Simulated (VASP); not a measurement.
A run of VASP 6.6.1 is set up as follows.

The input INCAR:

```
SYSTEM = H
ALGO = Normal
EDIFF = 1E-6
ENCUT = 520
GGA = PE
ISIF = 2
ISMEAR = 0
LASPH = .True.
LCHARG = .True.
LELF = .True.
LREAL = .False.
LVHAR = .True.
LWAVE = .False.
NBANDS = 10
NELM = 80
PREC = Accurate
SIGMA = 0.02
```

File KPOINTS:

```
k-points
0
Gamma
  8 8 4
  0 0 0
```

POSCAR

```
H
1.0
    1.4807834391     -2.5976961424      0.0491753083
    1.6078069418      2.6743528739     -0.0891027499
   -0.0764597380     -0.1598014838      6.5718754812
H
4
Direct
    0.5860659352      0.4046530795      1.0137077412
    0.3705995222      0.5470484146     -0.0091051019
    0.4467503840      0.6151895776      0.5047067779
    0.5965841587      0.4331089283      0.4906905827
```

Potentials or basis: VASP PAW PBE potentials, release 64 (H).

Command:

```console
$ cat potpaw_PBE.64/H/POTCAR > POTCAR
$ mpirun -np 1 vasp_std > vasp.out
```

Estimate the pressure.

-6.1 GPa.

Estimate the largest force.

3.916 eV/Å.

Estimate the band gap on the k mesh.

5.79 eV, indirect (least direct gap 5.80 eV).

Forces in eV/Å, atoms in the order of the input:
```
H   -0.362  3.836 -0.699
H    0.362 -3.836  0.695
H   -0.238 -2.997 -0.230
H    0.239  2.997  0.234
```

Caveat: the cell differs from its parent crystal (strained and its atoms moved); forces of over 1 eV/Å act on the atoms, so gaps and moduli don't describe the material at rest. A k mesh can miss the band edges.
